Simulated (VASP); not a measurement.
Input of a VASP 6.6.1 run:

Contents of INCAR:

```
  PREC = Accurate
  ENCUT = 600
  EDIFF = 1E-8
  ISMEAR = 0
  SIGMA = 0.01
  LREAL = False
  LASPH = True
  NELM = 120
  ALGO = Normal
  ISIF = 2
  LWAVE = False
  LCHARG = False
  GGA = CA
  NBANDS = 11
  IBRION = 8
  NSW = 1
  GGA_COMPAT = False
```

KPOINTS

```
regular mesh
0
Gamma
  10 10 10
```

The input POSCAR:

```
SiC
1.0
    0.0000000000      2.2005756606      2.2005756606
    2.2005756606      0.0000000000      2.2005756606
    2.2005756606      2.2005756606      0.0000000000
Si C
1 1
Direct
    0.0000000000      0.0000000000      0.0000000000
    0.2500000000      0.2500000000      0.2500000000
```

Potentials or basis: VASP PAW LDA potentials, release 64 (Si, C).

Run with:

```bash
$ cat potpaw_LDA.64/Si/POTCAR potpaw_LDA.64/C/POTCAR > POTCAR
$ mpirun -np 1 vasp_std > vasp.out
```

Question: Predict the highest phonon frequency at Γ, LO-TO splitting left out.

Answer: 754 cm⁻¹.

Phonon frequencies in cm⁻¹ (negative: imaginary):
```
              q point        frequencies
(0.000, 0.000, 0.000)  0 0 0 754 754 754
```

Caveat: the cell wasn't relaxed at this level first, which shifts response properties.
